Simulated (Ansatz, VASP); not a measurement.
One calculation of CdSe, two programs

Contents of POSCAR:

```
CdSe
1.0
    0.0000000000      2.8042721404      2.8042721404
    2.8042721404      0.0000000000      2.8042721404
    2.8042721404      2.8042721404      0.0000000000
Cd Se
1 1
Direct
    0.0000000000      0.0000000000      0.0000000000
    0.5000000000      0.5000000000      0.5000000000
```

Contents of INCAR.step1:

```
ALGO     = Normal         # electronic algorithm
EDIFF    = 1E-4           # SCF threshold, eV
ENCUT    = 520            # plane-wave cutoff, eV
GGA      = PE             # functional
ISMEAR   = 0              # smearing method
LASPH    = T              # aspherical terms in the spheres
LCHARG   = F              # write CHGCAR
LREAL    = F              # projectors in reciprocal space
LWAVE    = T              # write WAVECAR
NBANDS   = 16             # bands
NELM     = 60             # most SCF steps
PREC     = Accurate       # precision mode
SIGMA    = 0.05           # smearing width, eV
```

File INCAR.step2:

```
ALGO     = Normal         # electronic algorithm
EDIFF    = 1E-6           # SCF threshold, eV
ENCUT    = 520            # plane-wave cutoff, eV
ISIF     = 2              # what is computed and relaxed
ISMEAR   = 0              # smearing method
ISTART   = 1            
LASPH    = T              # aspherical terms in the spheres
LCHARG   = F              # write CHGCAR
LMIXTAU  = T            
LREAL    = F              # projectors in reciprocal space
LWAVE    = F              # write WAVECAR
METAGGA  = R2SCAN         # meta-GGA
NBANDS   = 16             # bands
NELM     = 60             # most SCF steps
PREC     = Accurate       # precision mode
SIGMA    = 0.05           # smearing width, eV
```

Contents of KPOINTS:

```
k-points
0
Gamma
  10 10 10
```

Input for Ansatz:

```yaml
crystal:
  lattice:
    - [0.0, 2.8042721404, 2.8042721404]
    - [2.8042721404, 0.0, 2.8042721404]
    - [2.8042721404, 2.8042721404, 0.0]
  atoms:
    - { symbol: Cd, position: [0.0, 0.0, 0.0] }
    - { symbol: Se, position: [0.5, 0.5, 0.5] }
basis:
  ecutwfc: 500
  ecutrho_ratio: 4
kpoints:
  mp_grid: { grid: [10, 10, 10] }
hamiltonian:
  xc: r2scan
scf:
  occupations: { method: gaussian, width: 0.05 }
output:
  forces: true
  stress: true
  eigenvalues: true
```

Alike in both runs: task single point; functional r2SCAN; k mesh 10 × 10 × 10; occupations gaussian, width 0.05 eV; no spin polarisation.

|  | VASP | Ansatz |
| --- | --- | --- |
| version | VASP 6.6.1 | Ansatz 0.2.0 |
| potentials or method | VASP PAW PBE potentials, release 64 (Cd, Se), cutoff 520 eV | scalar-relativistic, plane waves, PAW |
| valence electrons in the cell | 18 | 36 |

VASP gave:

| Quantity | Value |
| --- | --- |
| pressure (GPa) | 3.6 |

Question: Estimate Ansatz's values.

Answer: Pressure (GPa): 3.1.

VASP's potentials were made for PBE, not for r2SCAN. VASP's potentials hold 18 valence electrons a cell and Ansatz's 36, so a difference there can come from the potentials and not from the codes.
